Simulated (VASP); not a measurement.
Set up this calculation in VASP 6.6.1, as the native input.

| Property | Result |
| --- | --- |
| Task | relaxation of cell and atoms |
| Functional | r2SCAN |
| Potentials or basis | VASP PAW PBE potentials, release 64 (Na_pv, Cu) |
| Cutoff | 660 eV |
| k mesh | 16 × 16 × 16 |
| Occupations | gaussian, width 0.1 eV |
| Spin | no spin polarisation |
| Dipole correction | no |
| Further INCAR settings | ALGO = Normal; EDIFF = 1e-07; IBRION = 2; EDIFFG = -0.01; NSW = 100; ISIF = 3 |

Crystal: NaCu.

```
Na Cu
1.0
     3.36751    0.00000    0.00000
     0.00000    3.36751    0.00000
     0.00000    0.00000    3.36751
Na Cu
1 1
Direct
  0.00000 0.00000 0.00000
  0.50000 0.50000 0.50000
```

One way to write it, as run:

POSCAR

```
NaCu
1.0
    3.3675061791      0.0000000000      0.0000000000
    0.0000000000      3.3675061791      0.0000000000
    0.0000000000      0.0000000000      3.3675061791
Na Cu
1 1
Direct
    0.0000000000      0.0000000000      0.0000000000
    0.5000000000      0.5000000000      0.5000000000
```

INCAR.step1

```
SYSTEM = NaCu
PREC     = Accurate       ! precision mode
ENCUT    = 660            ! plane-wave cutoff, eV
ISMEAR   = 0              ! smearing method
SIGMA    = 0.1            ! smearing width, eV
LREAL    = .FALSE.        ! projectors in reciprocal space
LASPH    = .TRUE.         ! aspherical terms in the spheres
NELM     = 120            ! most SCF steps
GGA      = PE             ! functional
ALGO     = Normal         ! electronic algorithm
EDIFF    = 1E-5           ! SCF threshold, eV
LWAVE    = .TRUE.         ! write WAVECAR
LCHARG   = .FALSE.        ! write CHGCAR
GGA_COMPAT= .FALSE.      
IBRION   = 2              ! ionic algorithm
ISIF     = 3              ! what is computed and relaxed
EDIFFG   = -0.005         ! ionic threshold
NELMIN   = 4            
NSW      = 100            ! ionic steps
```

INCAR.step2

```
SYSTEM = NaCu
PREC     = Accurate       ! precision mode
ENCUT    = 660            ! plane-wave cutoff, eV
EDIFF    = 1E-7           ! SCF threshold, eV
ISMEAR   = 0              ! smearing method
SIGMA    = 0.1            ! smearing width, eV
LREAL    = .FALSE.        ! projectors in reciprocal space
LASPH    = .TRUE.         ! aspherical terms in the spheres
NELM     = 120            ! most SCF steps
ALGO     = Normal         ! electronic algorithm
ISIF     = 3              ! what is computed and relaxed
LWAVE    = .FALSE.        ! write WAVECAR
LCHARG   = .FALSE.        ! write CHGCAR
METAGGA  = R2SCAN         ! meta-GGA
LMIXTAU  = .TRUE.       
IBRION   = 2              ! ionic algorithm
NSW      = 100            ! ionic steps
EDIFFG   = -0.01          ! ionic threshold
ISTART   = 1            
GGA_COMPAT= .FALSE.      
NELMIN   = 4
```

KPOINTS

```
Automatic mesh
0
G
  16 16 16
  0 0 0
```

Potentials or basis: VASP PAW PBE potentials, release 64 (Na_pv, Cu).

Command:

```console
$ cat potpaw_PBE.64/Na_pv/POTCAR potpaw_PBE.64/Cu/POTCAR > POTCAR
$ cp INCAR.step1 INCAR
$ mpirun -np 1 vasp_std > vasp.out
$ cp INCAR.step2 INCAR
$ mpirun -np 1 vasp_std > vasp.out
```

Results of the run:

The pressure after relaxing is 0.1 GPa. The band gap on the k mesh is zero (bands 9 and 10 overlap by 4.22 eV).

Caveat: the relaxation stopped at its first step, so nothing moved; the PAW data sets were made with another functional, which shifts forces and pressure a little.

It took 5.2 min on 1 thread of Intel(R) Xeon(R) 6975P-C (Granite Rapids), with other jobs on the host, peak memory 0.26 GiB.
